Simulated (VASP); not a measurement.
The system is C.

```xyz
2
Lattice="0.0000 1.7834 1.7834 1.7834 0.0000 1.7834 1.7834 1.7834 0.0000" Properties=species:S:1:pos:R:3 pbc="T T T"
C     1.7834    1.7834    1.7834
C     2.6751    2.6751    2.6751
```

Base run:

| Quantity | Value |
| --- | --- |
| Program | VASP 6.6.1 |
| Functional | r2SCAN |
| Potentials or basis | VASP PAW PBE potentials, release 64 (C) |
| Cutoff | 660 eV |
| k mesh | 12 × 12 × 12 |
| Occupations | fermi-dirac, width 0.1 eV |
| Spin | no spin polarisation |

Its results: band gap on the k mesh 4.34 eV, indirect (least direct gap 5.84 eV); pressure -2.3 GPa.

Task: The run is repeated on the same cell with these changes: cutoff from 660 eV to 520 eV; further incar settings from ALGO = Normal; EDIFF = 1e-06; NBANDS = 11 to ALGO = Normal; EDIFF = 1e-07; NBANDS = 11. What comes out?

Result: Band gap on the k mesh 4.34 eV, indirect (least direct gap 5.84 eV); pressure -1.3 GPa.

Caveats: the PAW data sets were made with another functional, which shifts forces and pressure a little.

A k mesh can miss the band edges.
